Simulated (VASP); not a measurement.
# P (P1) in VASP: single point with PBE

Aim: the single point of P with PBE.

All numbers are computed with VASP 6.6.1; they aren't measurements. Logs are shortened: lines on timing, memory, paths and dates and some standing lists are left out, and cuts for length are marked.

**1. The cell of the first run**

The typed cell holds 4 atoms: a = 2.820 Å, b = 2.820 Å, c = 9.133 Å, α = 90.00°, β = 90.00°, γ = 60.00°.

**2. Single point, PBE**

INCAR

```
PREC     = Accurate       # precision mode
ENCUT    = 520            # plane-wave cutoff, eV
EDIFF    = 1E-7           # SCF threshold, eV
ISMEAR   = 1              # smearing method
SIGMA    = 0.15           # smearing width, eV
LREAL    = False          # projectors in reciprocal space
LASPH    = True           # aspherical terms in the spheres
NELM     = 100            # most SCF steps
ALGO     = Normal         # electronic algorithm
ISIF     = 2              # what is computed and relaxed
LWAVE    = False          # write WAVECAR
LCHARG   = False          # write CHGCAR
GGA      = PE             # functional
NBANDS   = 18             # bands
```

KPOINTS

```
regular mesh
0
Gamma
  6 6 2
```

POSCAR

```
P
1.0
    1.4101700000      2.4424860000      0.0000000000
   -1.4101700000      2.4424860000      0.0000000000
    0.0000000000      0.0000000000      9.1332280000
P
4
Direct
    0.1019565525     -0.0109603298     -0.0062702913
   -0.0737926436      0.0510518787      0.4652179930
    0.2797165776      0.3233489056      0.7683332771
    0.6625091366      0.6572282130      0.2730204480
```

Potentials or basis: VASP PAW PBE potentials, release 64 (P).

The run is started by

```sh
cat potpaw_PBE.64/P/POTCAR > POTCAR
mpirun -np 1 vasp_std > vasp.out
```

OUTCAR:

```text
PREC = Accurate
   ENCUT = 520
   EDIFF = 1E-7
   ISMEAR = 1
   LREAL = False
   LASPH = True
   NELM = 100
   ISIF = 2
   GGA = PE

 ion  position               nearest neighbor table
   1  0.102  0.989  0.994-   3 2.42   3 2.66   3 2.88   4 2.90
   2  0.926  0.051  0.465-   4 2.30   4 2.39   4 2.51
   3  0.280  0.323  0.768-   1 2.42   1 2.66   1 2.88
   4  0.663  0.657  0.273-   2 2.30   2 2.39   2 2.51   1 2.90

  LATTYP: Found a hexagonal cell.
 ALAT       =     2.8203399244
 C/A-ratio  =     3.2383429816

  Lattice vectors:

 A1 = (   1.4101700000,  -2.4424860000,   0.0000000000)
 A2 = (   1.4101700000,   2.4424860000,   0.0000000000)
 A3 = (   0.0000000000,   0.0000000000,   9.1332280000)

Analysis of symmetry for initial positions (statically):
=====================================================================
 Subroutine PRICEL returns:
 Original cell was already a primitive cell.

 Routine SETGRP: Setting up the symmetry group for a
 hexagonal supercell.

 Subroutine GETGRP returns: Found  1 space group operations
 (whereof  1 operations were pure point group operations)
 out of a pool of 24 trial point group operations.

The static configuration has the point symmetry C_1 .

Analysis of symmetry for dynamics (positions and initial velocities):
=====================================================================
 Subroutine PRICEL returns:
 Original cell was already a primitive cell.

 Routine SETGRP: Setting up the symmetry group for a
 hexagonal supercell.

 Subroutine GETGRP returns: Found  1 space group operations
 (whereof  1 operations were pure point group operations)
 out of a pool of 24 trial point group operations.

The dynamic configuration has the point symmetry C_1 .

 Subroutine INISYM returns: Found  1 space group operations
 (whereof  1 operations are pure point group operations),
 and found     1 'primitive' translations

----------------------------------------------------------------------------------------

                                     Primitive cell

  volume of cell :      62.9155

  direct lattice vectors                    reciprocal lattice vectors
     1.410170000  2.442486000  0.000000000     0.354567180  0.204709464  0.000000000
    -1.410170000  2.442486000  0.000000000    -0.354567180  0.204709464  0.000000000
     0.000000000  0.000000000  9.133228000     0.000000000  0.000000000  0.109490314

  length of vectors
     2.820339924  2.820339924  9.133228000     0.409418917  0.409418917  0.109490314

  position of ions in fractional coordinates (direct lattice)
     0.101956552  0.989039670  0.993729709
     0.926207356  0.051051879  0.465217993
     0.279716578  0.323348906  0.768333277
     0.662509137  0.657228213  0.273020448

  ion indices of the primitive-cell ions
   primitive index   ion index
                 1           1
                 2           2
                 3           3
                 4           4

----------------------------------------------------------------------------------------

 KPOINTS: regular mesh

Automatic generation of k-mesh.
 Grid dimensions read from file:
 generate k-points for:    6    6    2

 Generating k-lattice:

  Cartesian coordinates                     Fractional coordinates (reciprocal lattice)
     0.059094530  0.034118244  0.000000000     0.166666667  0.000000000  0.000000000
    -0.059094530  0.034118244  0.000000000     0.000000000  0.166666667  0.000000000
     0.000000000  0.000000000  0.054745157     0.000000000  0.000000000  0.500000000

  Length of vectors
     0.068236486  0.068236486  0.054745157

  Shift w.r.t. Gamma in fractional coordinates (k-lattice)
     0.000000000  0.000000000  0.000000000

 Subroutine IBZKPT returns following result:
 ===========================================

 Found     40 irreducible k-points:

 Following reciprocal coordinates:
            Coordinates               Weight
  0.000000  0.000000  0.000000      1.000000
  0.166667  0.000000  0.000000      2.000000
  0.166667  0.166667  0.000000      2.000000
  0.000000  0.166667  0.000000      2.000000
  0.333333  0.000000  0.000000      2.000000
  0.333333  0.333333  0.000000      2.000000
[... 16 lines left out ...]
  0.166667  0.166667  0.500000      2.000000
  0.000000  0.166667  0.500000      2.000000
 [... further k-points ...]
   k-points           NKPTS =     40   k-points in BZ     NKDIM =     40   number of bands    NBANDS=     18
   number of dos      NEDOS =    301   number of ions     NIONS =      4
   total plane-waves  NPLWV =  40320
   dimension x,y,z NGX =    24 NGY =   24 NGZ =   70
   dimension x,y,z NGXF=    48 NGYF=   48 NGZF=  140
   ions per type =               4
   NGX,Y,Z   is equivalent  to a cutoff of  14.15, 14.15, 12.74 a.u.
   NGXF,Y,Z  is equivalent  to a cutoff of  28.29, 28.29, 25.48 a.u.
 SYSTEM =  unknown system
   PREC   = accura    normal or accurate (medium, high low for compatibility)
   ISTART =      0    job   : 0-new  1-cont  2-samecut
   ICHARG =      2    charge: 1-file 2-atom 10-const
   ISPIN  =      1    spin polarized calculation?
   LNONCOLLINEAR =      F non collinear calculations
   LSORBIT =      F    spin-orbit coupling
   LASPH  =      T    aspherical Exc in radial PAW
   ENCUT  =  520.0 eV  38.22 Ry    6.18 a.u.   5.24  5.24 16.98*2*pi/ulx,y,z
   NELM   =    100;   NELMIN=  2; NELMDL= -5     # of ELM steps
   EDIFF  = 0.1E-06   stopping-criterion for ELM
   LREAL  =      F    real-space projection
   EDIFFG = 0.1E-05   stopping-criterion for IOM
   NSW    =      0    number of steps for IOM
   IBRION =     -1    ionic relax: 0-MD 1-quasi-New 2-CG
   NFREE  =      0    steps in history (QN), initial steepest desc. (CG)
   ISIF   =      2    stress and relaxation
   ISYM   =      2    0-nonsym 1-usesym 2-fastsym
   POTIM  = 0.5000    time-step for ionic-motion
   TEBEG  =    0.0;   TEEND  =   0.0 temperature during run
   PSTRESS=    0.0 pullay stress
   NELECT =      20.0000    total number of electrons
   NUPDOWN=      -1.0000    fix difference up-down
   EMIN   =  10.00;   EMAX   =-10.00  energy-range for DOS
   EFERMI =   0.00;   METHOD = LEGACY
   ISMEAR =     1;   SIGMA  =   0.15  broadening in eV -4-tet -1-fermi 0-gaus
   EFERMI_NEDOS =   21; number of points for ismear=-14 and -15
   IALGO  =     38    algorithm
   IMIX   =      4    mixing-type and parameters
     AMIX     =   0.40;   BMIX     =  1.00
     AMIX_MAG =   1.60;   BMIX_MAG =  1.00
  volume/ion in A,a.u.               =      15.73       106.14
  Fermi-wavevector in a.u.,A,eV,Ry     =   1.117289  2.111370 16.984627  1.248335
  Thomas-Fermi vector in A             =   2.253911
   LORBIT       =      0    0 simple, 1 ext, 2 COOP (PROOUT), +10 PAW based schemes
   GGA     = PE    functional components
   LHFCALC =     F    Hartree Fock is set to
   AEXX    =    0.0000 exact exchange contribution
   IVDW    =     0    specifies the selected vdW correction
   LEPSILON=     F    determine dielectric tensor
   LRPA    =     F    only Hartree local field effects (RPA)
 non-spin polarized calculation
 Methfessel and Paxton  Order N= 1 SIGMA  =   0.15
  energy-cutoff  :      520.00
  volume of cell :       62.92
 maximum number of plane-waves:      1712
 NGX is ok and might be reduce to    24
   NGX = 11   NGY = 11   NGZ = 33

 number of electron      20.0000000 magnetization

 Free energy of the ion-electron system (eV)
  ---------------------------------------------------
  ext. energy  EPLUGINS =         0.00000000
  ---------------------------------------------------
  free energy    TOTEN  =       -18.56143014 eV

  energy without entropy =      -18.56754197  energy(sigma->0) =      -18.56346742

 E-fermi :   8.4774     XC(G=0): -11.0257

 val. band max:        8.4567648256   @ k =   0.3333   0.3333   0.0000
 cond. band min:       8.4810277527   @ k =   0.5000  -0.3333   0.5000
 fundamental gap:      0.0242629271
 Fermi energy:         8.4773704461

 k-point     1 :       0.0000    0.0000    0.0000
  band No.  band energies     occupation
      1      -7.7539      2.00000
      2      -6.5966      2.00000
      3      -3.8862      2.00000
      4      -1.2249      2.00000
      5       1.6803      2.00000
      6       6.9528      2.00000
[... 10 lines left out ...]
     17      17.0859      0.00000
     18      18.1490      0.00000

 k-point     2 :       0.1667    0.0000    0.0000
  band No.  band energies     occupation
      1      -7.1191      2.00000
      2      -5.9730      2.00000
      3      -3.2561      2.00000
      4      -0.6255      2.00000
      5       2.2695      2.00000
      6       7.3261      2.00000
[... 10 lines left out ...]
     17      16.1455      0.00000
     18      16.9450      0.00000

 k-point     3 :       0.1667    0.1667    0.0000
  band No.  band energies     occupation
      1      -7.1122      2.00000
      2      -5.9563      2.00000
      3      -3.2618      2.00000
      4      -0.6280      2.00000
      5       2.2793      2.00000
      6       7.3524      2.00000
[... 10 lines left out ...]
     17      16.1373      0.00000
     18      16.9729      0.00000

 k-point     4 :       0.0000    0.1667    0.0000
  band No.  band energies     occupation
      1      -7.1088      2.00000
      2      -5.9611      2.00000
      3      -3.2603      2.00000
      4      -0.6278      2.00000
      5       2.2778      2.00000
      6       7.3639      2.00000
[... 10 lines left out ...]
     17      16.1103      0.00000
     18      17.3987      0.00000

 k-point     5 :       0.3333    0.0000    0.0000
  band No.  band energies     occupation
      1      -5.2691      2.00000
      2      -4.1826      2.00000
      3      -1.4285      2.00000
      4       0.9232      2.00000
      5       3.0210      2.00000
      6       3.7216      2.00000
[... 10 lines left out ...]
     17      14.0221      0.00000
     18      14.8258      0.00000

 k-point     6 :       0.3333    0.3333    0.0000
  band No.  band energies     occupation
      1      -5.2232      2.00000
      2      -4.0663      2.00000
      3      -1.4901      2.00000
      4       0.8344      2.00000
      5       2.9436      2.00000
      6       3.8567      2.00000
[... 10 lines left out ...]
     17      14.0354      0.00000
     18      15.1246      0.00000

 k-point     7 :       0.0000    0.3333    0.0000
  band No.  band energies     occupation
      1      -5.1997      2.00000
      2      -4.1002      2.00000
      3      -1.4763      2.00000
      4       0.8260      2.00000
      5       2.8878      2.00000
      6       3.7533      2.00000
[... 10 lines left out ...]
     17      13.8615      0.00000
     18      15.6300      0.00000

 k-point     8 :       0.5000    0.0000    0.0000
  band No.  band energies     occupation
      1      -3.1154      2.00000
      2      -2.3922      2.00000
      3      -0.5940      2.00000
      4       0.4145      2.00000
      5       1.6699      2.00000
      6       2.1817      2.00000
[... 10 lines left out ...]
     17      13.5518      0.00000
     18      14.2439      0.00000
[... 229 lines left out ...]
     17      15.8183      0.00000
     18      16.5061      0.00000

 k-point    20 :      -0.3333    0.3333    0.0000
  band No.  band energies     occupation
      1      -1.3272      2.00000
      2      -0.8907      2.00000
      3      -0.5357      2.00000
      4       0.5325      2.00000
      5       2.2439      2.00000
      6       3.0585      2.00000
[... 10 lines left out ...]
     17      16.0511      0.00000
     18      16.4443      0.00000

 k-point    21 :       0.0000    0.0000    0.5000
  band No.  band energies     occupation
      1      -7.7044      2.00000
      2      -6.7416      2.00000
      3      -3.1501      2.00000
      4      -2.4088      2.00000
      5       3.7966      2.00000
      6       4.2272      2.00000
[... 10 lines left out ...]
     17      17.0234      0.00000
     18      17.9469      0.00000

 k-point    22 :       0.1667    0.0000    0.5000
  band No.  band energies     occupation
      1      -7.0702      2.00000
      2      -6.1153      2.00000
      3      -2.5296      2.00000
      4      -1.7921      2.00000
      5       4.3397      2.00000
      6       4.7631      2.00000
[... 10 lines left out ...]
     17      15.7797      0.00000
     18      16.5779      0.00000

 k-point    23 :       0.1667    0.1667    0.5000
  band No.  band energies     occupation
      1      -7.0634      2.00000
      2      -6.0998      2.00000
      3      -2.5356      2.00000
      4      -1.7908      2.00000
      5       4.3434      2.00000
      6       4.7759      2.00000
[... 10 lines left out ...]
     17      16.1158      0.00000
     18      16.7858      0.00000

 k-point    24 :       0.0000    0.1667    0.5000
  band No.  band energies     occupation
      1      -7.0594      2.00000
      2      -6.1050      2.00000
      3      -2.5322      2.00000
      4      -1.7933      2.00000
      5       4.3464      2.00000
      6       4.7722      2.00000
[... 10 lines left out ...]
     17      16.0064      0.00000
     18      17.2389      0.00000

 [... further k-points ...]

------------------------ aborting loop because EDIFF is reached ----------------------------------------

  FORCE on cell =-STRESS in cart. coord.  units (eV):
  Direction    XX          YY          ZZ          XY          YZ          ZX
  --------------------------------------------------------------------------------------
  -------------------------------------------------------------------------------------
  Total       -0.5131236     -0.7030668      1.0984820     -0.1207224      0.6565516     -0.1958419
  in kB      -13.0669638    -17.9039689     27.9734263     -3.0742593     16.7194342     -4.9872179
  external PRESSURE =      -0.9991688 kB  Pullay stress =       0.0000000 kB

 VOLUME and BASIS-vectors are now :
 -----------------------------------------------------------------------------
  energy-cutoff  :      520.00
  volume of cell :       62.92
      direct lattice vectors                 reciprocal lattice vectors
     1.410170000  2.442486000  0.000000000     0.354567180  0.204709464  0.000000000
    -1.410170000  2.442486000  0.000000000    -0.354567180  0.204709464  0.000000000
     0.000000000  0.000000000  9.133228000     0.000000000  0.000000000  0.109490314

 POSITION                                       TOTAL-FORCE (eV/Angst)
 -----------------------------------------------------------------------------------
     -1.25094      2.66474      9.07596        -0.044413      0.292399     -0.492699
      1.23412      2.38694      4.24894        -0.063032      0.064193     -0.260417
     -0.06153      1.47298      7.01736         0.060625     -0.351597      0.309809
      0.00745      3.22344      2.49356         0.046821     -0.004995      0.443307
 -----------------------------------------------------------------------------------
    total drift:                                0.000041     -0.000010     -0.000090

  FREE ENERGIE OF THE ION-ELECTRON SYSTEM (eV)
  ---------------------------------------------------
  free  energy   TOTEN  =       -18.5614301443 eV

  energy  without entropy=      -18.5675419665  energy(sigma->0) =      -18.56346742
```

Wall time 36 s (1 thread of Intel Xeon Platinum 8259CL at 2.50GHz (Skylake/Cascade Lake), shared host); peak memory 0.19 GiB.

What came out:

```yaml
Free_energy: -18.5614 eV
Pressure: -0.1 GPa
Largest_force: 0.575 eV/Å
Band_gap_on_the_k_mesh: zero (band 10 reaches 12.40 eV, above the bottom of band 11 at 6.17 eV)
```

Forces on the atoms (eV/Å):
```
P   -0.044  0.292 -0.493
P   -0.063  0.064 -0.260
P    0.061 -0.352  0.310
P    0.047 -0.005  0.443
```

Levels at points of the mesh, in eV from the Fermi level:
```csv
k point,band 6,band 7,band 8,band 9,band 10,band 11,band 12,band 13,band 14,band 15
"(0.00, 0.00, 0.00)",-1.52,1.13,2.95,3.84,3.92,4.88,5.20,5.38,6.01,6.27
"(0.50, 0.00, 0.00)",-6.30,-3.90,-3.42,-2.04,-0.87,-0.32,0.91,2.73,3.05,3.86
"(0.50, 0.50, 0.00)",-6.01,-4.19,-3.64,-1.60,-0.70,-0.11,1.06,2.54,2.66,3.47
"(0.00, 0.50, 0.00)",-6.08,-4.16,-3.61,-1.77,-0.64,-0.09,1.29,2.29,2.67,3.79
"(0.00, 0.00, 0.50)",-4.25,2.94,3.80,3.81,3.92,4.94,5.07,5.28,5.56,6.08
"(0.50, 0.00, 0.50)",-5.73,-4.77,-4.41,-0.65,-0.33,0.08,0.86,1.99,2.68,3.48
"(0.50, 0.50, 0.50)",-5.45,-5.36,-4.51,-0.33,0.21,0.61,0.86,1.30,1.84,3.32
"(0.00, 0.50, 0.50)",-5.65,-5.02,-4.61,-0.35,-0.10,0.61,1.34,1.45,1.79,2.92
```

Caveat: the k points lie up to 0.43 Å⁻¹ apart.
